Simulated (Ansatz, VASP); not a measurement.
One calculation of B3P, two programs

```
B P
1.0
     2.86966    0.00000    0.00000
    -1.43483    2.48519    0.00000
     0.00000    0.00000    4.88538
B P
3 1
Direct
  0.00000 0.00000 0.50000
  0.66667 0.33333 0.33688
  0.66667 0.33333 0.66312
  0.00000 0.00000 0.00000
```

Change from the starting cell: species swapped into the TbZr3 type (P-6m2, No. 187).

Alike in both runs: functional PBE; k mesh 18 × 18 × 10; occupations gaussian, width 0.1 eV; no spin polarisation.

Ansatz relaxed the structure, and its values are those at the end. VASP's run is a single point on that final structure, the one shown.

```csv
,VASP,Ansatz
version,VASP 6.6.1,Ansatz 0.2.0
potentials or method,"VASP PAW PBE potentials, release 64 (B, P), cutoff 500 eV","scalar-relativistic, plane waves, PAW"
valence electrons in the cell,14,14
```

```tsv
	VASP	Ansatz	Ansatz less VASP
gap on the k mesh at the Fermi level (eV)	none	none	-
pressure (GPa)	0.0	0.0	+0.03
rms of the force components (eV/Å)	0.013	0.000	-0.0124
```

A gap of «none» marks a metal or a gap that the smearing closes.
